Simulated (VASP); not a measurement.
# Sr13Li7Mg4 in VASP: notebook

Runs on Sr13Li7Mg4. Level: PBE. Tasks: single point.

All numbers are computed with VASP 6.6.1; they aren't measurements. Logs are shortened: lines on timing, memory, paths and dates and some standing lists are left out, and cuts for length are marked.

## Step 1: The cell of the first run

The cell holds a disordered packing, 24 atoms: a = 9.766 Å, b = 10.590 Å, c = 9.391 Å, α = 85.85°, β = 89.78°, γ = 99.62°.

## Step 2: Single point, PBE

File INCAR:

```
PREC     = Accurate       # precision mode
ENCUT    = 520            # plane-wave cutoff, eV
EDIFF    = 1E-6           # SCF threshold, eV
ISMEAR   = 0              # smearing method
SIGMA    = 0.1            # smearing width, eV
LREAL    = Auto         
LASPH    = T              # aspherical terms in the spheres
NELM     = 60             # most SCF steps
ALGO     = Normal         # electronic algorithm
ISIF     = 2              # what is computed and relaxed
LWAVE    = F              # write WAVECAR
LCHARG   = F              # write CHGCAR
GGA      = PE             # functional
ISYM     = 0            
NBANDS   = 98             # bands
```

File KPOINTS:

```
Automatic mesh
0
Gamma
  2 2 2
  0.5 0.5 0.5
```

File POSCAR:

```
Sr13Li7Mg4
1.0
    9.7290460542     -0.8449790694      0.0499217918
   -0.8622779167     10.5488381003      0.3413345065
    0.0207449742      0.3808428609      9.3835291489
Sr Li Mg
13 7 4
Direct
   -0.0082382879      0.8074855632      0.6052108826
    0.4517243067      0.2828037883      0.4423838468
    0.1761267980      0.4944140125      0.5693340171
    0.6859489294      0.9164995270      0.1289176151
    0.4050408782      0.5747099158      0.1556406872
    0.3373296020      0.9086037224      0.3676577720
    0.3945707818      0.0404874964      0.7932005982
    0.0247077578      0.1609934946      0.3212435229
    0.0741080064      0.8511831563      1.0301722404
    0.0561748362      0.4730582955      0.9939794967
    0.6707750343      0.2935203856      0.0759908363
    0.5949173661      0.6633110857      0.5329827791
    1.0083762566      0.1592345514      0.7866479925
    0.6937125290      0.0597569698      0.4767365245
    0.6985373583      0.6567578043      0.9064491814
    0.8158218826      0.4838542309      0.7284211954
    0.6986456400      0.9203411924      0.7580221169
    0.7718308154      0.6026851936      0.2167430541
    0.0424213540      0.6302731761      0.3042962474
    0.6963437581      0.2331791512      0.7049403287
    0.4316474487      0.4085068047      0.8164909922
    0.8255887505      0.3952517253      0.4314956685
    0.2960491262      0.2072565931      0.0752387650
    0.3528529511      0.7079093808      0.8063164858
```

Potentials or basis: VASP PAW PBE potentials, release 64 (Sr_sv, Li_sv, Mg).

The run is started by

```
> cat potpaw_PBE.64/Sr_sv/POTCAR potpaw_PBE.64/Li_sv/POTCAR potpaw_PBE.64/Mg/POTCAR > POTCAR
> mpirun -np 1 vasp_std > vasp.out
```

OUTCAR:

```text
PREC = Accurate
   ENCUT = 520
   EDIFF = 1E-6
   ISMEAR = 0
   LREAL = Auto
   LASPH = T
   NELM = 60
   ISIF = 2
   GGA = PE
   ISYM = 0

 ion  position               nearest neighbor table
   1  0.992  0.807  0.605-  19 3.58  17 3.61  16 3.67   6 3.99  12 4.00   3 4.06   9 4.12  13 4.19
                            24 4.26   8 4.40   7 4.70  10 5.02
   2  0.452  0.283  0.442-  20 3.51  14 3.61  22 3.64  23 3.86  21 3.86   7 4.00   3 4.01  11 4.03
                             5 4.04   6 4.05  12 4.19   8 4.34
   3  0.176  0.494  0.569-  19 3.18  24 3.54  21 3.60  22 3.68  16 3.80   2 4.01  13 4.05   1 4.06
                            10 4.13  12 4.18   8 4.42   5 4.43   6 4.67
   4  0.686  0.916  0.129-  17 3.48  15 3.59  18 3.60  14 3.70  11 4.01   6 4.06   9 4.08   5 4.15
                             8 4.33  12 4.48   7 4.53  13 4.78
   5  0.405  0.575  0.156-  24 3.55  18 3.60  15 3.64  10 3.76  21 3.78  23 3.99   2 4.04  12 4.10
                             4 4.15   6 4.32  11 4.36   3 4.43   9 4.81
   6  0.337  0.909  0.368-  14 3.76  19 3.84   1 3.99   2 4.05   4 4.06   9 4.10  23 4.11  12 4.14
                             5 4.32   7 4.34   8 4.38   3 4.67
   7  0.395  0.040  0.793-  20 3.36  17 3.44  24 3.47  23 3.51  21 3.88   9 4.00   2 4.00  13 4.17
                             6 4.34  11 4.49   4 4.53   1 4.70
   8  0.025  0.161  0.321-  23 3.46  14 3.51  22 3.60  10 4.32   4 4.33   2 4.34  13 4.37   6 4.38
                             1 4.40   3 4.42   9 4.50  11 4.52  13 5.02
   9  0.074  0.851  0.030-  19 3.33  13 3.99  24 3.99   7 4.00  10 4.02  23 4.07   4 4.08   6 4.10
                             1 4.12   8 4.50   5 4.81
  10  0.056  0.473  0.994-  16 3.44  19 3.47   5 3.76  24 3.82  13 3.93  11 3.97  23 3.99   9 4.02
                             3 4.13  21 4.20   8 4.32   1 5.02
  11  0.671  0.294  0.076-  20 3.60  18 3.61  23 3.62  21 3.67  22 3.82  16 3.84  10 3.97   4 4.01
                             2 4.03   5 4.36   7 4.49   8 4.52  13 4.73
  12  0.595  0.663  0.533-  16 3.54  18 3.58  17 3.58  24 3.59  15 3.65  21 3.79   1 4.00  22 4.07
                             5 4.10   6 4.14   3 4.18   2 4.19   4 4.48
  13  0.008  0.159  0.787-  20 3.35  17 3.63  23 3.91  10 3.93   9 3.99   3 4.05   7 4.17   1 4.19
                             8 4.37  11 4.73   4 4.78   8 5.02
  14  0.694  0.060  0.477-   8 3.51   2 3.61   4 3.70   6 3.76
  15  0.699  0.657  0.906-   4 3.59   5 3.64  12 3.65
  16  0.816  0.484  0.728-  22 3.01  10 3.44  12 3.54   1 3.67   3 3.80  11 3.84
  17  0.699  0.920  0.758-   7 3.44   4 3.48  12 3.58   1 3.61  13 3.63
  18  0.772  0.603  0.217-  22 2.99  12 3.58   5 3.60   4 3.60  11 3.61
  19  0.042  0.630  0.304-   3 3.18   9 3.33  10 3.47   1 3.58   6 3.84
  20  0.696  0.233  0.705-  22 3.12  13 3.35   7 3.36   2 3.51  11 3.60
  21  0.432  0.409  0.816-  23 3.24  24 3.38   3 3.60  11 3.67   5 3.78  12 3.79   2 3.86   7 3.88
                            10 4.20
  22  0.826  0.395  0.431-  18 2.99  16 3.01  20 3.12   8 3.60   2 3.64   3 3.68  11 3.82  12 4.07

  23  0.296  0.207  0.075-  21 3.24   8 3.46   7 3.51  11 3.62   2 3.86  13 3.91   5 3.99  10 3.99
                             9 4.07   6 4.11
  24  0.353  0.708  0.806-  21 3.38   7 3.47   3 3.54   5 3.55  12 3.59  10 3.82   9 3.99   1 4.26

IMPORTANT INFORMATION: All symmetrisations will be switched off!
NOSYMM: (Re-)initialisation of all symmetry stuff for point group C_1.
[... 139 lines left out ...]
  volume/ion in A,a.u.               =      39.79       268.50
  Fermi-wavevector in a.u.,A,eV,Ry     =   0.900648  1.701977 11.036585  0.811166
  Thomas-Fermi vector in A             =   2.023631
   LORBIT       =      0    0 simple, 1 ext, 2 COOP (PROOUT), +10 PAW based schemes
   GGA     = PE    functional components
   LHFCALC =     F    Hartree Fock is set to
   AEXX    =    0.0000 exact exchange contribution
   IVDW    =     0    specifies the selected vdW correction
   LEPSILON=     F    determine dielectric tensor
   LRPA    =     F    only Hartree local field effects (RPA)
 non-spin polarized calculation
 Gauss-broadening in eV      SIGMA  =   0.10
  energy-cutoff  :      520.00
  volume of cell :      954.90
 maximum number of plane-waves:     25727
 NGX is ok and might be reduce to    80
   NGX = 37   NGY = 39   NGZ = 35

 number of electron     159.0000007 magnetization

 Free energy of the ion-electron system (eV)
  ---------------------------------------------------
  ext. energy  EPLUGINS =         0.00000000
  ---------------------------------------------------
  free energy    TOTEN  =       -39.50835286 eV

  energy without entropy =      -39.41238374  energy(sigma->0) =      -39.46036830

 E-fermi :   1.4229     XC(G=0):  -7.4048

 val. band max:        1.3983487887   @ k =   0.2500  -0.2500   0.2500
 cond. band min:       1.4462453992   @ k =  -0.2500   0.2500   0.2500
 fundamental gap:      0.0478966105
 Fermi energy:         1.4229420261

 k-point     1 :       0.2500    0.2500    0.2500
  band No.  band energies     occupation
      1     -45.3456      2.00000
      2     -45.3258      2.00000
      3     -45.3034      2.00000
      4     -45.2899      2.00000
      5     -45.2846      2.00000
      6     -45.2656      2.00000
[... 365 lines left out ...]
     90       2.1111      0.00000
     91       2.1928      0.00000
 [bands above 91 left out]

------------------------ aborting loop because EDIFF is reached ----------------------------------------

  FORCE on cell =-STRESS in cart. coord.  units (eV):
  Direction    XX          YY          ZZ          XY          YZ          ZX
  --------------------------------------------------------------------------------------
  -------------------------------------------------------------------------------------
  Total       -0.1174316      0.0906907     -0.0641834     -0.0018161      0.0539466      0.1314687
  in kB       -0.1970328      0.1521656     -0.1076903     -0.0030471      0.0905144      0.2205849
  external PRESSURE =      -0.0508525 kB  Pullay stress =       0.0000000 kB

 VOLUME and BASIS-vectors are now :
 -----------------------------------------------------------------------------
  energy-cutoff  :      520.00
  volume of cell :      954.90
      direct lattice vectors                 reciprocal lattice vectors
     9.729046054 -0.844979069  0.049921792     0.103524507  0.008480792 -0.000573075
    -0.862277917 10.548838100  0.341334507     0.008323296  0.095603678 -0.003898602
     0.020744974  0.380842861  9.383529149    -0.000853534 -0.003522791  0.106714576

 POSITION                                       TOTAL-FORCE (eV/Angst)
 -----------------------------------------------------------------------------------
      8.96517      7.91051      6.00415         0.009808      0.010468      0.023454
      4.16017      2.77003      4.27020        -0.002523      0.004435     -0.000173
      1.29903      5.28350      5.51992         0.008820     -0.013405     -0.002881
      5.88603      9.13749      1.55678         0.002933     -0.003441     -0.026062
      3.44833      5.77955      1.67685        -0.013500     -0.001197     -0.011596
      2.50605      9.43970      3.77691         0.007098      0.002556      0.012344
[... 16 lines left out ...]
      2.70312      1.96482      0.79153         0.002019      0.004636      0.005778
      2.83924      7.47655      7.82534         0.011959     -0.005268     -0.000551
 -----------------------------------------------------------------------------------
    total drift:                               -0.002837      0.009681     -0.001417

  FREE ENERGIE OF THE ION-ELECTRON SYSTEM (eV)
  ---------------------------------------------------
  free  energy   TOTEN  =       -39.5083528554 eV

  energy  without entropy=      -39.4123837448  energy(sigma->0) =      -39.46036830
```

OSZICAR:

```text
N       E                     dE             d eps       ncg     rms          rms(c)
DAV:   1     0.126303677086E+04    0.12630E+04   -0.68603E+04   784   0.141E+03
DAV:   2     0.111879980541E+03   -0.11512E+04   -0.11171E+04   848   0.361E+02
DAV:   3    -0.173093431610E+02   -0.12919E+03   -0.12633E+03  1136   0.896E+01
DAV:   4    -0.371702291991E+02   -0.19861E+02   -0.19535E+02  1296   0.325E+01
DAV:   5    -0.408611771629E+02   -0.36909E+01   -0.36832E+01  1232   0.912E+00    0.435E+01
DAV:   6    -0.395577146293E+02    0.13035E+01   -0.39448E+00   912   0.477E+00    0.265E+01
DAV:   7    -0.395146098687E+02    0.43105E-01   -0.20637E+00  1104   0.314E+00    0.463E+00
DAV:   8    -0.395092365596E+02    0.53733E-02   -0.36220E-01  1120   0.108E+00    0.108E+00
DAV:   9    -0.395081898391E+02    0.10467E-02   -0.24304E-02  1008   0.328E-01    0.498E-01
DAV:  10    -0.395081780608E+02    0.11778E-04   -0.48045E-03  1080   0.172E-01    0.164E-01
DAV:  11    -0.395083340197E+02   -0.15596E-03   -0.16134E-03  1256   0.728E-02    0.571E-02
DAV:  12    -0.395083489099E+02   -0.14890E-04   -0.99357E-05  1096   0.257E-02    0.249E-02
DAV:  13    -0.395083537981E+02   -0.48882E-05   -0.17371E-05  1104   0.113E-02    0.736E-03
DAV:  14    -0.395083528554E+02    0.94271E-06   -0.36849E-06   768   0.443E-03
   1 F= -.39508353E+02 E0= -.39460368E+02  d E =-.959691E-01
```

Wall time 12 min (1 thread of Intel Xeon Platinum 8259CL at 2.50GHz (Skylake/Cascade Lake), shared host); peak memory 0.97 GiB.

Results:

* Free energy: -39.5084 eV
* Largest force: 0.039 eV/Å
* Band gap on the k mesh: zero (an odd number of electrons rules out a gap without spin polarisation)

Forces in eV/Å, atoms in the order of the input:
```
Sr   0.010  0.010  0.023
Sr  -0.003  0.004  0.000
Sr   0.009 -0.013 -0.003
Sr   0.003 -0.003 -0.026
Sr  -0.013 -0.001 -0.012
Sr   0.007  0.003  0.012
Sr  -0.005  0.012 -0.007
Sr   0.001 -0.008  0.009
Sr   0.017  0.011  0.001
Sr   0.007  0.012  0.009
Sr  -0.019 -0.008  0.009
Sr   0.028 -0.027 -0.003
Sr  -0.003 -0.009  0.001
Li  -0.014  0.001 -0.007
Li  -0.001  0.002 -0.002
Li  -0.002 -0.018  0.006
Li  -0.028  0.004 -0.004
Li  -0.002 -0.005 -0.017
Li  -0.009  0.005  0.015
Li  -0.001  0.012 -0.003
Mg   0.006  0.006 -0.008
Mg  -0.003  0.011  0.000
Mg   0.002  0.005  0.006
Mg   0.012 -0.005 -0.001
```

Caveat: the cutoff is under 1.25 times the usual one of these potentials, so pressure, stress and relaxed cells hold a basis-set (Pulay) error.

## Step 3: Single point, PBE

This run uses another cell than the first one, of 42.05 Å³/atom.

File INCAR:

```
PREC = Accurate
ENCUT = 520
EDIFF = 1E-7
ISMEAR = -1
SIGMA = 0.05
LREAL = Auto
LASPH = T
NELM = 100
ALGO = Normal
ISIF = 2
LWAVE = F
LCHARG = F
GGA = PE
NBANDS = 98
ISYM = 0
```

File KPOINTS:

```
Automatic mesh
0
Gamma
  1 1 1
  0.25 0.25 0.25
```

File POSCAR:

```
Sr13Li7Mg4
1.0
    9.8738250000     -0.1431370000     -0.0271780000
   -0.1431370000     10.2495160000      0.4011450000
   -0.0271780000      0.4011450000      9.9890070000
Sr Li Mg
13 7 4
Direct
    0.0301144225      0.8330950018      0.5681734486
    0.4241699946      0.2953462254      0.4351432961
    0.1177333438      0.4365028071      0.5888855457
    0.7216134250      0.9148894275      0.2080413689
    0.4292840963      0.5852582072      0.1075847359
    0.3045239977      0.9415109815      0.2369786036
    0.3818885054      0.0718788249      0.8325024834
    0.0643028320      0.1659907167      0.3201301467
    0.0502183665      0.8394388759      0.9770255569
    0.0640811832      0.4330014315      0.9872272829
    0.7205199173      0.2986352102      0.1197963190
    0.5563113071      0.6251412287      0.4873666772
    0.9778341721      0.1555458537      0.7519364173
    0.7078675507      0.1047635835      0.5142679384
    0.6382391079      0.7110477563      0.8850547217
    0.7689232568      0.4795625391      0.7934922542
    0.7131878263      0.8935746721      0.6654717538
    0.8277983036      0.5244167386      0.3104035015
    0.1236720675      0.6035337097      0.3200878355
    0.6592471036      0.1839703220      0.7883057088
    0.4750493311      0.4330700734      0.8273828416
    0.7396951995      0.3479326222      0.5535698398
    0.3279050190      0.2548622113      0.0815940064
    0.3221079297      0.7406079210      0.8174969829
```

Potentials or basis: VASP PAW PBE potentials, release 64 (Sr_sv, Li_sv, Mg).

The run is started by

```
> cat potpaw_PBE.64/Sr_sv/POTCAR potpaw_PBE.64/Li_sv/POTCAR potpaw_PBE.64/Mg/POTCAR > POTCAR
> mpirun -np 1 vasp_std > vasp.out
```

Run time: 7.4 min. Hardware: 1 thread of Oxide Virtual Turin-like, shared host; peak memory 0.95 GiB.

The run converged. Its results:

```
Free energy            : -35.8942 eV
Largest force          : 1.023 eV/Å
Band gap on the k mesh : zero (an odd number of electrons rules out a gap without spin polarisation)
```

Forces in eV/Å, atoms in the order of the input:
```
Sr   0.162 -0.351 -0.213
Sr  -0.005 -0.566 -0.152
Sr   0.114  0.767  0.303
Sr   0.122 -0.240 -0.019
Sr  -0.123  0.117  0.565
Sr   0.739 -0.655  0.266
Sr  -0.249 -0.352 -0.404
Sr  -0.843  0.500  0.042
Sr  -0.509 -0.246  0.198
Sr   0.252  0.474  0.141
Sr  -0.644 -0.061 -0.042
Sr  -0.255  0.766  0.531
Sr  -0.221 -0.526  0.205
Li   0.081 -0.476 -0.527
Li   0.169  0.072 -0.052
Li   0.107  0.171  0.014
Li  -0.223 -0.018  0.389
Li   0.167  0.240  0.035
Li   0.137  0.199 -0.585
Li   0.262  0.198  0.116
Mg  -0.189 -0.122 -0.303
Mg   0.536  0.461 -0.200
Mg   0.289  0.093  0.215
Mg   0.122 -0.447 -0.524
```

Levels at points of the mesh, in eV from the Fermi level:
```csv
k point,band 77,band 78,band 79,band 80,band 81,band 82
"(0.25, 0.25, 0.25)",-0.27,-0.16,-0.08,0.03,0.05,0.12
```

Caveat: the k points lie up to 0.64 Å⁻¹ apart, too coarse for converged energies and pressures of a metal; the cutoff is under 1.25 times the usual one of these potentials, so pressure, stress and relaxed cells hold a basis-set (Pulay) error; the atoms stand as in a frame of molecular dynamics.

## Step 4: Single point, PBE

This run uses another cell than the first one, of 42.05 Å³/atom.

File INCAR:

```
SYSTEM = Sr13Li7Mg4
PREC     = Accurate       ! precision mode
ENCUT    = 520            ! plane-wave cutoff, eV
EDIFF    = 1E-6           ! SCF threshold, eV
ISMEAR   = -1             ! smearing method
SIGMA    = 0.05           ! smearing width, eV
LREAL    = Auto         
LASPH    = .TRUE.         ! aspherical terms in the spheres
NELM     = 100            ! most SCF steps
ALGO     = Normal         ! electronic algorithm
ISIF     = 2              ! what is computed and relaxed
LWAVE    = .FALSE.        ! write WAVECAR
LCHARG   = .FALSE.        ! write CHGCAR
GGA      = PE             ! functional
ISYM     = 0            
NBANDS   = 98             ! bands
```

KPOINTS is that of step 3.

File POSCAR:

```
Sr13Li7Mg4
1.0
    9.8738250000     -0.1431370000     -0.0271780000
   -0.1431370000     10.2495160000      0.4011450000
   -0.0271780000      0.4011450000      9.9890070000
Sr Li Mg
13 7 4
Direct
    0.0313423696      0.8298344463      0.5666001519
    0.4201984002      0.2952466072      0.4340553022
    0.1205320717      0.4380086216      0.5924770953
    0.7175650312      0.9156534058      0.2035345652
    0.4331132202      0.5881082803      0.1132565484
    0.3062246593      0.9373063139      0.2398808843
    0.3764992577      0.0714803352      0.8299471126
    0.0662308205      0.1679683596      0.3164708317
    0.0477653716      0.8353070887      0.9766932694
    0.0582214631      0.4323220588      0.9954101054
    0.7161597066      0.2954378211      0.1268500847
    0.5537636351      0.6283893647      0.4888312658
    0.9763298015      0.1613622434      0.7523988154
    0.7151422614      0.0663906145      0.5056143091
    0.6262226482      0.7054371592      0.8706557008
    0.7691405531      0.4754426203      0.8035466661
    0.7157928561      0.8942007497      0.6876953493
    0.8451896888      0.5312401799      0.3140390455
    0.1137742629      0.6183034857      0.2867412952
    0.6828660548      0.1892434352      0.7877395497
    0.4805233424      0.4311650322      0.8269821982
    0.7582039195      0.3530682798      0.5436264977
    0.3331863566      0.2573839286      0.0817799069
    0.3220494348      0.7361163693      0.7937770249
```

The run is started by

```
> cat potpaw_PBE.64/Sr_sv/POTCAR potpaw_PBE.64/Li_sv/POTCAR potpaw_PBE.64/Mg/POTCAR > POTCAR
> mpirun -np 1 vasp_std > vasp.out
```

Run time: 6.3 min. Hardware: 1 thread of Oxide Virtual Turin-like, shared host; peak memory 0.91 GiB.

The run converged. Its results:

```
Free energy            : -36.4536 eV
Largest force          : 1.007 eV/Å
Band gap on the k mesh : zero (an odd number of electrons rules out a gap without spin polarisation)
```

Forces in eV/Å, atoms in the order of the input:
```
Sr   0.012 -0.205 -0.228
Sr   0.306 -0.593 -0.024
Sr   0.192  0.988 -0.001
Sr   0.180 -0.348 -0.152
Sr  -0.187  0.095  0.194
Sr   0.649 -0.499  0.248
Sr   0.054 -0.257 -0.405
Sr  -0.859  0.403  0.112
Sr  -0.380 -0.171  0.037
Sr   0.379  0.413  0.037
Sr  -0.593  0.056  0.013
Sr  -0.068  0.714  0.569
Sr   0.132 -0.779  0.158
Li   0.021  0.388 -0.392
Li   0.153 -0.003  0.071
Li   0.138  0.144 -0.129
Li  -0.113 -0.051  0.459
Li  -0.050  0.195 -0.060
Li   0.245  0.040 -0.073
Li  -0.399  0.079  0.108
Mg  -0.261 -0.137 -0.215
Mg   0.172 -0.093 -0.263
Mg   0.215  0.039  0.190
Mg   0.061 -0.420 -0.253
```

Levels at points of the mesh, in eV from the Fermi level:
| k point | band 77 | band 78 | band 79 | band 80 | band 81 | band 82 |
| --- | --- | --- | --- | --- | --- | --- |
| (0.25, 0.25, 0.25) | -0.29 | -0.16 | -0.08 | 0.02 | 0.06 | 0.12 |

Caveat: the k points lie up to 0.64 Å⁻¹ apart, too coarse for converged energies and pressures of a metal; the cutoff is under 1.25 times the usual one of these potentials, so pressure, stress and relaxed cells hold a basis-set (Pulay) error; the atoms stand as in a frame of molecular dynamics.

## Step 5: Summary

```csv
cell,k mesh,smearing,gap on the mesh (eV),largest force (eV/Å)
"a = 9.766, b = 10.590, c = 9.391 Å, angles 85.8, 89.8, 99.6°, 24 atoms, atomic positions A","2 × 2 × 2, shifted",gaussian 0.1 eV,none,0.04
"a = 9.875, b = 10.258, c = 9.997 Å, angles 85.5, 90.3, 91.6°, 24 atoms, atomic positions B","1 × 1 × 1, shifted",fermi-dirac 0.05 eV,none,1.02
"a = 9.875, b = 10.258, c = 9.997 Å, angles 85.5, 90.3, 91.6°, 24 atoms, atomic positions C","1 × 1 × 1, shifted",fermi-dirac 0.05 eV,none,1.01
```

Alike in all rows: task single point; level PBE; potentials or basis VASP PAW PBE potentials, release 64 (Sr_sv, Li_sv, Mg); no spin polarisation; cutoff (eV) 520.

Caveats: some runs use coarse meshes; the cutoff is under 1.25 times the usual one of these potentials, so pressure, stress and relaxed cells hold a basis-set (Pulay) error; the atoms stand as in a frame of molecular dynamics (at least some runs).

Total energies depend on the potentials used, so only differences within one code and one set of settings carry meaning.

The gap in the log of VASP goes by the Fermi energy; the results here count the filled bands.